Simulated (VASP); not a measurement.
Set up this calculation in VASP 6.6.1, as the native input.

```
Task                   : relaxation of cell and atoms
Functional             : PBE
Potentials or basis    : VASP PAW PBE potentials, release 64 (Sc_sv, Ta_sv_GW)
Cutoff                 : 500 eV
k mesh                 : 4 × 4 × 4
Occupations            : gaussian, width 0.1 eV
Spin                   : no spin polarisation
Dipole correction      : no
Further INCAR settings : ALGO = Normal; EDIFF = 1e-07; IBRION = 2; EDIFFG = -0.04; NSW = 90; ISIF = 3
```

The structure of Sc4Ta lies in POSCAR:

```
Sc4Ta
1.0
    4.6240033000      0.0000000000      0.0000000000
    0.0000000000      4.6240033000      0.0000000000
    0.0000000000      0.0000000000      4.6240033000
Sc Ta
4 1
Direct
    0.2500000000      0.2500000000      0.2500000000
    0.7500000000      0.7500000000      0.2500000000
    0.2500000000      0.7500000000      0.7500000000
    0.7500000000      0.2500000000      0.7500000000
    0.0000000000      0.0000000000      0.0000000000
```

The cell was generated, and may not be a known phase.

One way to write it, as run:

INCAR

```
ALGO     = Normal         # electronic algorithm
EDIFF    = 1E-7           # SCF threshold, eV
EDIFFG   = -0.04          # ionic threshold
ENCUT    = 500            # plane-wave cutoff, eV
GGA      = PE             # functional
GGA_COMPAT= False        
IBRION   = 2              # ionic algorithm
ISIF     = 3              # what is computed and relaxed
ISMEAR   = 0              # smearing method
LASPH    = True           # aspherical terms in the spheres
LCHARG   = False          # write CHGCAR
LREAL    = False          # projectors in reciprocal space
LWAVE    = False          # write WAVECAR
NELM     = 120            # most SCF steps
NELMIN   = 4            
NSW      = 90             # ionic steps
PREC     = Accurate       # precision mode
SIGMA    = 0.1            # smearing width, eV
```

KPOINTS

```
k-points
0
Gamma
  4 4 4
```

Potentials or basis: VASP PAW PBE potentials, release 64 (Sc_sv, Ta_sv_GW).

Launch:

```console
$ cat potpaw_PBE.64/Sc_sv/POTCAR potpaw_PBE.64/Ta_sv_GW/POTCAR > POTCAR
$ mpirun -np 1 vasp_std > vasp.out
```

Results of the run:

- Relaxed volume: 25.13 Å³/atom
- Relaxed cell: a = 5.009 Å, b = 5.009 Å, c = 5.009 Å, α = 90.00°, β = 90.00°, γ = 90.00°
- Space group after relaxing (to 0.1 Å): P-43m (No. 215)
- Energy gained by relaxing: 1210.3 meV/atom
- Ionic steps: 8
- Pressure after relaxing: 0.1 GPa
- Band gap on the k mesh: zero (an odd number of electrons rules out a gap without spin polarisation)

Caveat: the volume moved by over 15 % at a fixed basis, so the end points are rough; spin-orbit coupling is left out, which moves the levels of the heavy elements.

Run time: 8.8 min on 1 thread of Intel(R) Xeon(R) Platinum 8488C (Sapphire Rapids), on a shared host, peak memory 0.23 GiB.
